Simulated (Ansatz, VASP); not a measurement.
# Ti2SnTe2 in VASP and in Ansatz

The input INCAR:

```
PREC = Accurate ; ENCUT = 500
EDIFF = 1E-6 ; ISMEAR = 0
SIGMA = 0.1 ; LREAL = F
LASPH = T ; NELM = 200
ALGO = Normal ; ISIF = 2
LWAVE = F ; LCHARG = F
ISPIN = 2 ; MAGMOM = 1 1 0 0 0
LORBIT = 11 ; LMAXMIX = 4
GGA = PE ; NBANDS = 37
GGA_COMPAT = F
```

Contents of KPOINTS:

```
regular mesh
0
Gamma
  6 6 6
```

Contents of POSCAR:

```
Ti2SnTe2
1.0
   -1.7878499942      1.7878499942      8.8887912038
    1.7878499942     -1.7878499942      8.8887912038
    1.7878499942      1.7878499942     -8.8887912038
Ti Sn Te
2 1 2
Direct
    0.5939252277      0.5939252277      0.0000000000
    0.4060747723      0.4060747723      0.0000000000
    0.0000000000      0.0000000000      0.0000000000
    0.1730606777      0.1730606777      0.0000000000
    0.8269393223      0.8269393223      0.0000000000
```

Input for Ansatz:

```yaml
crystal:
  lattice:
    - [-1.7878500047, 1.7878500047, 8.888791134]
    - [1.7878500047, -1.7878500047, 8.888791134]
    - [1.7878500047, 1.7878500047, -8.888791134]
  atoms:
    - { symbol: Ti, position: [0.5939252265, 0.5939252265, 0.0], spin: 1.0 }
    - { symbol: Ti, position: [0.4060747735, 0.4060747735, 0.0], spin: 1.0 }
    - { symbol: Sn, position: [0.0, 0.0, 0.0] }
    - { symbol: Te, position: [0.1730606767, 0.1730606767, 0.0] }
    - { symbol: Te, position: [0.8269393233, 0.8269393233, 0.0] }
basis:
  ecutwfc: 420
kpoints:
  mp_grid: { grid: [6, 6, 6] }
hamiltonian:
  xc: pbe
scf:
  occupations: { method: gaussian, width: 0.1 }
  lower_state_search: "off"
output:
  forces: true
  stress: true
  eigenvalues: true
  populations: true
magnetization:
  spin_polarized: true
```

Alike in both runs: task single point; functional PBE; k mesh 6 × 6 × 6; occupations gaussian, width 0.1 eV; collinear spin.

|  | VASP | Ansatz |
| --- | --- | --- |
| version | VASP 6.6.1 | Ansatz 0.2.0 |
| potentials or method | VASP PAW PBE potentials, release 64 (Ti_sv, Sn_d, Te), cutoff 500 eV | scalar-relativistic, plane waves, PAW |
| valence electrons in the cell | 50 | 70 |

|  | VASP | Ansatz | Ansatz less VASP |
| --- | --- | --- | --- |
| gap on the k mesh at the Fermi level (eV) | none | none | - |
| pressure (GPa) | -0.1 | -0.1 | 0.00 |
| traceless stress, the component that is largest in VASP (GPa) | -0.34 | -0.35 | -0.007 |
| rms of the force components (eV/Å) | 0.016 | 0.021 | +0.0049 |
| net moment per atom (μB) | 0.00 | 0.00 | 0.000 |

Atom by atom the forces differ by 0.005 eV/Å (rms over components). A gap of «none» marks a metal or a gap that the smearing closes. VASP's potentials hold 50 valence electrons a cell and Ansatz's 70, so a difference there can come from the potentials and not from the codes. Ansatz's warnings: seeded moment not kept.

The k mesh is coarse, so the values compare programs but aren't converged. Spin-orbit coupling is off throughout.
